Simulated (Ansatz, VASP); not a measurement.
**CdSe: VASP beside Ansatz**

```
Cd Se
1.0
     0.00000    2.11410    2.11410
     2.11410    0.00000    2.11410
     2.11410    2.11410    0.00000
Cd Se
1 1
Direct
  0.00000 0.00000 0.00000
  0.50000 0.50000 0.50000
```

Change from the starting cell: volume scaled by 0.4, LAPW.

Alike in both runs: task single point; functional PBE; k mesh 14 × 14 × 14; occupations fermi-dirac, width 0.08 eV; no spin polarisation.

|  | VASP | Ansatz |
| --- | --- | --- |
| version | VASP 6.6.1 | Ansatz 0.2.0 |
| potentials or method | VASP PAW PBE potentials, release 64 (Cd, Se), cutoff 500 eV | all-electron LAPW, scalar-relativistic |

|  | VASP | Ansatz | Ansatz less VASP |
| --- | --- | --- | --- |
| pressure (GPa) | 504.8 | 480.7 | -24.09 |

Both programs put the cell under a high pressure, so it lies far from rest at this level. Ansatz ran all-electron here, and VASP with PAW potentials.

Noted on VASP's run: the cell as given lies far from equilibrium.
